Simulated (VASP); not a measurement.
Write the native input for VASP 6.6.1 that does the following.

* Task: single point
* Functional: r2SCAN
* Potentials or basis: VASP PAW PBE potentials, release 64 (Ga_d)
* Cutoff: 520 eV
* k mesh: 12 × 12 × 12
* Occupations: fermi-dirac, width 0.1 eV
* Spin: non-collinear spin, zero start, spin-orbit coupling
* Starting moments: [[0.0, 0.0, 0.0]] μB
* Dipole correction: no
* Further INCAR settings: ALGO = Normal; EDIFF = 1e-06; NBANDS = 24

The system is Ga.

```
CELL_PARAMETERS angstrom
2.67062 0.00000 0.00000
0.00000 2.67062 0.00000
0.00000 0.00000 2.67062
ATOMIC_POSITIONS crystal
Ga 0.00000 0.00000 0.00000
```

This isn't the form of Ga at room conditions, which is orthorhombic.

The input as run:

POSCAR

```
Ga
1.0
    2.6706200767      0.0000000000      0.0000000000
    0.0000000000      2.6706200767      0.0000000000
    0.0000000000      0.0000000000      2.6706200767
Ga
1
Direct
    0.0000000000      0.0000000000      0.0000000000
```

INCAR.step1

```
  PREC = Accurate
  ENCUT = 520
  ISMEAR = -1
  SIGMA = 0.1
  LREAL = False
  LASPH = True
  NELM = 150
  MAGMOM = 0 0 0
  LSORBIT = True
  GGA_COMPAT = False
  NBANDS = 24
  GGA = PE
  ALGO = Normal
  EDIFF = 1E-4
  LWAVE = True
  LCHARG = False
```

INCAR.step2

```
  PREC = Accurate
  ENCUT = 520
  EDIFF = 1E-6
  ISMEAR = -1
  SIGMA = 0.1
  LREAL = False
  LASPH = True
  NELM = 150
  ALGO = Normal
  ISIF = 2
  LWAVE = False
  LCHARG = False
  MAGMOM = 0 0 0
  LORBIT = 11
  LSORBIT = True
  GGA_COMPAT = False
  LORBMOM = True
  METAGGA = R2SCAN
  LMIXTAU = True
  NBANDS = 24
  ISTART = 1
```

KPOINTS

```
Automatic mesh
0
Gamma
  12 12 12
```

Potentials or basis: VASP PAW PBE potentials, release 64 (Ga_d).

Command:

```console
$ cat potpaw_PBE.64/Ga_d/POTCAR > POTCAR
$ cp INCAR.step1 INCAR
$ mpirun -np 1 vasp_ncl > vasp.out
$ cp INCAR.step2 INCAR
$ mpirun -np 1 vasp_ncl > vasp.out
```

It gave:

```
Pressure                                              : 0.3 GPa
Net moment                                            : 0.00 μB per cell
Valence electrons inside the program's atomic spheres : Ga 11.58
```

Caveat: the PAW data sets were made with another functional, which shifts forces and pressure a little.

Run time: 7.7 min on 1 thread of AMD EPYC 7R13, on a shared host, peak memory 0.18 GiB.
